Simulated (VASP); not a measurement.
# MgO (P-6m2) in VASP: notebook

Runs on MgO. Level: PBEsol. Tasks: single point.

Everything below comes from runs of VASP 6.6.1. Logs are shortened: lines on timing, memory, paths and dates and some standing lists are left out, and cuts for length are marked.

**1. The cell of the first run**

It takes space group P-6m2 (No. 187, hexagonal). The conventional cell has a = 2.888 Å, b = 2.888 Å, c = 2.634 Å, α = 90.00°, β = 90.00°, γ = 120.00°. Within 2.8 Å of Mg (site symmetry -6m2) lie 6 O at 2.12 Å and 2 Mg at 2.63 Å. O (site symmetry -6m2) has 6 Mg at 2.12 Å and 2 O at 2.63 Å within 2.8 Å.

**2. Single point, PBEsol**

The input, INCAR:

```
PREC = Accurate
ENCUT = 520
EDIFF = 1E-6
ISMEAR = 0
SIGMA = 0.01
LREAL = False
LASPH = True
NELM = 80
ALGO = Normal
ISIF = 2
LWAVE = False
LCHARG = False
GGA = PS
NBANDS = 11
```

The input, KPOINTS:

```
Automatic mesh
0
Gamma
  7 7 6
```

The input, POSCAR:

```
MgO
1.0
    2.8882144120      0.0000000000      0.0000000000
   -1.4441067145      2.5012672265      0.0000000000
    0.0000000000      0.0000000000      2.6342529191
Mg O
1 1
Direct
    0.0000000000      0.0000000000      0.0000000000
    0.3333333333      0.6666666667      0.5000000000
```

Potentials or basis: VASP PAW PBE potentials, release 64 (Mg, O).

Command:

```console
$ cat potpaw_PBE.64/Mg/POTCAR potpaw_PBE.64/O/POTCAR > POTCAR
$ mpirun -np 1 vasp_std > vasp.out
```

OUTCAR:

```text
PREC = Accurate
   ENCUT = 520
   EDIFF = 1E-6
   ISMEAR = 0
   LREAL = False
   LASPH = True
   NELM = 80
   ISIF = 2
   GGA = PS

 ion  position               nearest neighbor table
   1  0.000  0.000  0.000-   2 2.12   2 2.12   2 2.12   2 2.12   2 2.12   2 2.12
   2  0.333  0.667  0.500-   1 2.12   1 2.12   1 2.12   1 2.12   1 2.12   1 2.12

  LATTYP: Found a hexagonal cell.
 ALAT       =     2.8882144120
 C/A-ratio  =     0.9120697231

  Lattice vectors:

 A1 = (   2.8882144120,   0.0000000000,   0.0000000000)
 A2 = (  -1.4441067145,   2.5012672265,   0.0000000000)
 A3 = (   0.0000000000,   0.0000000000,   2.6342529191)

Analysis of symmetry for initial positions (statically):
=====================================================================
 Subroutine PRICEL returns:
 Original cell was already a primitive cell.

 Routine SETGRP: Setting up the symmetry group for a
 hexagonal supercell.

 Subroutine GETGRP returns: Found 12 space group operations
 (whereof 12 operations were pure point group operations)
 out of a pool of 24 trial point group operations.

The static configuration has the point symmetry D_3h.

Analysis of symmetry for dynamics (positions and initial velocities):
=====================================================================
 Subroutine PRICEL returns:
 Original cell was already a primitive cell.

 Routine SETGRP: Setting up the symmetry group for a
 hexagonal supercell.

 Subroutine GETGRP returns: Found 12 space group operations
 (whereof 12 operations were pure point group operations)
 out of a pool of 24 trial point group operations.

The dynamic configuration has the point symmetry D_3h.

 Subroutine INISYM returns: Found 12 space group operations
 (whereof 12 operations are pure point group operations),
 and found     1 'primitive' translations

----------------------------------------------------------------------------------------

                                     Primitive cell

  volume of cell :      19.0304

  direct lattice vectors                    reciprocal lattice vectors
     2.888214412  0.000000000  0.000000000     0.346234683  0.199898605  0.000000000
    -1.444106714  2.501267226  0.000000000     0.000000000  0.399797346  0.000000000
     0.000000000  0.000000000  2.634252919     0.000000000  0.000000000  0.379614270

  length of vectors
     2.888214412  2.888214317  2.634252919     0.399797333  0.399797346  0.379614270

  position of ions in fractional coordinates (direct lattice)
     0.000000000  0.000000000  0.000000000
     0.333333333  0.666666667  0.500000000

  ion indices of the primitive-cell ions
   primitive index   ion index
                 1           1
                 2           2

----------------------------------------------------------------------------------------

 KPOINTS: Automatic mesh

Automatic generation of k-mesh.
 Grid dimensions read from file:
 generate k-points for:    7    7    6

 Generating k-lattice:

  Cartesian coordinates                     Fractional coordinates (reciprocal lattice)
     0.049462098  0.028556944  0.000000000     0.142857143  0.000000000  0.000000000
     0.000000000  0.057113907  0.000000000     0.000000000  0.142857143  0.000000000
     0.000000000  0.000000000  0.063269045     0.000000000  0.000000000  0.166666667

  Length of vectors
     0.057113905  0.057113907  0.063269045

  Shift w.r.t. Gamma in fractional coordinates (k-lattice)
     0.000000000  0.000000000  0.000000000

 Subroutine IBZKPT returns following result:
 ===========================================

 Found     32 irreducible k-points:

 Following reciprocal coordinates:
            Coordinates               Weight
  0.000000  0.000000  0.000000      1.000000
  0.142857 -0.000000  0.000000      6.000000
  0.285714 -0.000000  0.000000      6.000000
  0.428571 -0.000000  0.000000      6.000000
  0.142857  0.142857  0.000000      6.000000
  0.285714  0.142857  0.000000     12.000000
[... 16 lines left out ...]
  0.428571  0.142857  0.333333     12.000000
  0.285714  0.285714  0.333333     12.000000
 [... further k-points ...]
   k-points           NKPTS =     32   k-points in BZ     NKDIM =     32   number of bands    NBANDS=     11
   number of dos      NEDOS =    301   number of ions     NIONS =      2
   total plane-waves  NPLWV =  11520
   dimension x,y,z NGX =    24 NGY =   24 NGZ =   20
   dimension x,y,z NGXF=    48 NGYF=   48 NGZF=   40
   ions per type =               1   1
   NGX,Y,Z   is equivalent  to a cutoff of  13.81, 13.81, 12.62 a.u.
   NGXF,Y,Z  is equivalent  to a cutoff of  27.63, 27.63, 25.24 a.u.
 SYSTEM =  unknown system
   PREC   = accura    normal or accurate (medium, high low for compatibility)
   ISTART =      0    job   : 0-new  1-cont  2-samecut
   ICHARG =      2    charge: 1-file 2-atom 10-const
   ISPIN  =      1    spin polarized calculation?
   LNONCOLLINEAR =      F non collinear calculations
   LSORBIT =      F    spin-orbit coupling
   LASPH  =      T    aspherical Exc in radial PAW
   ENCUT  =  520.0 eV  38.22 Ry    6.18 a.u.   5.37  5.37  4.90*2*pi/ulx,y,z
   NELM   =     80;   NELMIN=  2; NELMDL= -5     # of ELM steps
   EDIFF  = 0.1E-05   stopping-criterion for ELM
   LREAL  =      F    real-space projection
   EDIFFG = 0.1E-04   stopping-criterion for IOM
   NSW    =      0    number of steps for IOM
   IBRION =     -1    ionic relax: 0-MD 1-quasi-New 2-CG
   NFREE  =      0    steps in history (QN), initial steepest desc. (CG)
   ISIF   =      2    stress and relaxation
   ISYM   =      2    0-nonsym 1-usesym 2-fastsym
   POTIM  = 0.5000    time-step for ionic-motion
   TEBEG  =    0.0;   TEEND  =   0.0 temperature during run
   PSTRESS=    0.0 pullay stress
   NELECT =       8.0000    total number of electrons
   NUPDOWN=      -1.0000    fix difference up-down
   EMIN   =  10.00;   EMAX   =-10.00  energy-range for DOS
   EFERMI =   0.00;   METHOD = LEGACY
   ISMEAR =     0;   SIGMA  =   0.01  broadening in eV -4-tet -1-fermi 0-gaus
   EFERMI_NEDOS =   21; number of points for ismear=-14 and -15
   IALGO  =     38    algorithm
   IMIX   =      4    mixing-type and parameters
     AMIX     =   0.40;   BMIX     =  1.00
     AMIX_MAG =   1.60;   BMIX_MAG =  1.00
  volume/ion in A,a.u.               =       9.52        64.21
  Fermi-wavevector in a.u.,A,eV,Ry     =   1.226373  2.317508 20.463028  1.503990
  Thomas-Fermi vector in A             =   2.361376
   LORBIT       =      0    0 simple, 1 ext, 2 COOP (PROOUT), +10 PAW based schemes
   GGA     = PS    functional components
   LHFCALC =     F    Hartree Fock is set to
   AEXX    =    0.0000 exact exchange contribution
   IVDW    =     0    specifies the selected vdW correction
   LEPSILON=     F    determine dielectric tensor
   LRPA    =     F    only Hartree local field effects (RPA)
 non-spin polarized calculation
 Gauss-broadening in eV      SIGMA  =   0.01
  energy-cutoff  :      520.00
  volume of cell :       19.03
 maximum number of plane-waves:       532
 NGX is ok and might be reduce to    24
   NGX = 11   NGY = 11   NGZ =  9

 number of electron       7.9999995 magnetization

 Free energy of the ion-electron system (eV)
  ---------------------------------------------------
  ext. energy  EPLUGINS =         0.00000000
  ---------------------------------------------------
  free energy    TOTEN  =       -11.81936907 eV

  energy without entropy =      -11.81936907  energy(sigma->0) =      -11.81936907

 E-fermi :   3.6101     XC(G=0): -11.1958

 val. band max:        3.5682671435   @ k =   0.2857   0.2857   0.0000
 cond. band min:       6.8924973016   @ k =   0.0000   0.0000   0.0000
 fundamental gap:      3.3242301581
 Fermi energy:         3.6100598413

 k-point     1 :       0.0000    0.0000    0.0000
  band No.  band energies     occupation
      1     -14.0681      2.00000
      2       2.9363      2.00000
      3       2.9363      2.00000
      4       3.1668      2.00000
      5       6.8925      0.00000
      6      15.4396      0.00000
      7      19.4579      0.00000
      8      19.4579      0.00000
      9      23.8121      0.00000
     10      25.1573      0.00000
     11      26.7409      0.00000

 k-point     2 :       0.1429   -0.0000    0.0000
  band No.  band energies     occupation
      1     -13.8740      2.00000
      2       1.7082      2.00000
      3       2.7821      2.00000
      4       3.2321      2.00000
      5       8.0096      0.00000
      6      15.4527      0.00000
      7      17.9133      0.00000
      8      20.0162      0.00000
      9      24.7636      0.00000
     10      25.3274      0.00000
     11      27.0823      0.00000

 k-point     3 :       0.2857   -0.0000    0.0000
  band No.  band energies     occupation
      1     -13.3980      2.00000
      2      -0.1871      2.00000
      3       2.4582      2.00000
      4       3.3847      2.00000
      5       9.5697      0.00000
      6      14.5779      0.00000
      7      17.5509      0.00000
      8      21.1718      0.00000
      9      23.7992      0.00000
     10      24.9472      0.00000
     11      28.4834      0.00000

 k-point     4 :       0.4286   -0.0000    0.0000
  band No.  band energies     occupation
      1     -12.9659      2.00000
      2      -1.4322      2.00000
      3       2.2177      2.00000
      4       3.5135      2.00000
      5      10.2443      0.00000
      6      14.5078      0.00000
      7      17.0768      0.00000
      8      21.9235      0.00000
      9      22.9864      0.00000
     10      25.7553      0.00000
     11      29.3388      0.00000
[... 239 lines left out ...]
 k-point    22 :       0.2857    0.1429    0.3333
  band No.  band energies     occupation
      1     -12.4217      2.00000
      2      -0.0224      2.00000
      3       0.4647      2.00000
      4       2.2023      2.00000
      5      10.6211      0.00000
      6      15.2258      0.00000
      7      17.6394      0.00000
      8      19.1526      0.00000
      9      20.0768      0.00000
     10      25.5909      0.00000
     11      27.2981      0.00000

 k-point    23 :       0.4286    0.1429    0.3333
  band No.  band energies     occupation
      1     -12.2458      2.00000
      2      -0.2794      2.00000
      3       0.5315      2.00000
      4       1.9639      2.00000
      5      10.3736      0.00000
      6      14.8493      0.00000
      7      18.0951      0.00000
      8      18.9376      0.00000
      9      19.9361      0.00000
     10      26.3534      0.00000
     11      26.8592      0.00000

 k-point    24 :       0.2857    0.2857    0.3333
  band No.  band energies     occupation
      1     -12.2059      2.00000
      2       0.1598      2.00000
      3       0.6151      2.00000
      4       1.1347      2.00000
      5      10.6038      0.00000
      6      15.2879      0.00000
      7      17.7523      0.00000
      8      18.6814      0.00000
      9      19.7801      0.00000
     10      25.5720      0.00000
     11      29.8164      0.00000

 [... further k-points ...]
[... 5 lines left out ...]
  --------------------------------------------------------------------------------------
  -------------------------------------------------------------------------------------
  Total        0.3037082      0.3037083      0.5010919      0.0000001      0.0000000      0.0000000
  in kB       25.5693782     25.5693818     42.1872269      0.0000050      0.0000000      0.0000000
  external PRESSURE =      31.1086623 kB  Pullay stress =       0.0000000 kB

 VOLUME and BASIS-vectors are now :
 -----------------------------------------------------------------------------
  energy-cutoff  :      520.00
  volume of cell :       19.03
      direct lattice vectors                 reciprocal lattice vectors
     2.888214412  0.000000000  0.000000000     0.346234683  0.199898605  0.000000000
    -1.444106714  2.501267226  0.000000000     0.000000000  0.399797346  0.000000000
     0.000000000  0.000000000  2.634252919     0.000000000  0.000000000  0.379614270

 POSITION                                       TOTAL-FORCE (eV/Angst)
 -----------------------------------------------------------------------------------
      0.00000      0.00000      0.00000         0.000000      0.000000      0.000000
      0.00000      1.66751      1.31713         0.000000     -0.000000      0.000000
 -----------------------------------------------------------------------------------
    total drift:                                0.000009     -0.000003     -0.000000

  FREE ENERGIE OF THE ION-ELECTRON SYSTEM (eV)
  ---------------------------------------------------
  free  energy   TOTEN  =       -11.8193690742 eV

  energy  without entropy=      -11.8193690742  energy(sigma->0) =      -11.81936907
```

Run time: 3.7 s. Hardware: 1 thread of AMD EPYC 9R45 (Zen 5), shared host; peak memory 0.1 GiB.

What came out:

* Free energy: -11.8194 eV
* Pressure: 3.1 GPa
* Band gap on the k mesh: 3.32 eV, indirect (least direct gap 3.73 eV)

Caveat: the PAW data sets were made with another functional, which shifts forces and pressure a little.

**3. Single point, PBEsol**

This run uses another cell than the first one, of 9.82 Å³/atom, 1.032 times its volume.

The input, INCAR:

```
SYSTEM = MgO
ALGO     = Normal         ! electronic algorithm
EDIFF    = 1E-7           ! SCF threshold, eV
ENCUT    = 520            ! plane-wave cutoff, eV
GGA      = PS             ! functional
ISIF     = 2              ! what is computed and relaxed
ISMEAR   = 0              ! smearing method
LASPH    = .TRUE.         ! aspherical terms in the spheres
LCHARG   = .TRUE.         ! write CHGCAR
LELF     = .TRUE.         ! ELF
LREAL    = .FALSE.        ! projectors in reciprocal space
LVHAR    = .TRUE.       
LWAVE    = .FALSE.        ! write WAVECAR
NBANDS   = 11             ! bands
NELM     = 80             ! most SCF steps
PREC     = Accurate       ! precision mode
SIGMA    = 0.01           ! smearing width, eV
```

The input, KPOINTS:

```
k-points
0
G
  7 7 6
  0 0 0
```

The input, POSCAR:

```
MgO
1.0
    2.9183021441      0.0000000000      0.0000000000
   -1.4591505754      2.5273239687      0.0000000000
    0.0000000000      0.0000000000      2.6616950286
Mg O
1 1
Direct
    0.0000000000      0.0000000000      0.0000000000
    0.3333333333      0.6666666667      0.5000000000
```

Potentials or basis: VASP PAW PBE potentials, release 64 (Mg, O).

Command:

```console
$ cat potpaw_PBE.64/Mg/POTCAR potpaw_PBE.64/O/POTCAR > POTCAR
$ mpirun -np 1 vasp_std > vasp.out
```

Wall time 4.8 s (1 thread of AMD EPYC 9R45 (Zen 5), shared host); peak memory 0.1 GiB.

It converged, with:

```
Free energy            : -11.8226 eV
Pressure               : -1.6 GPa
Band gap on the k mesh : 3.08 eV, indirect (least direct gap 3.48 eV)
```

Stress tensor (GPa, compression positive):
```
-1.76  0.00  0.00
 0.00 -1.76  0.00
 0.00  0.00 -1.30
```

Levels at points of the mesh, in eV from the valence-band top:
```csv
k point,band 1,band 2,band 3,band 4,band 5,band 6,band 7,band 8,band 9
"(0.00, 0.00, 0.00)",-17.47,-0.61,-0.61,-0.40,3.08,11.77,15.63,15.63,19.89
"(0.00, 0.00, 0.50)",-16.33,-5.49,-0.08,-0.08,8.34,9.11,17.59,17.59,18.52
```

Caveat: the PAW data sets were made with another functional, which shifts forces and pressure a little. As with any semilocal functional, this PBEsol gap is likely too small.

(Part 1 of 2 ends here.)
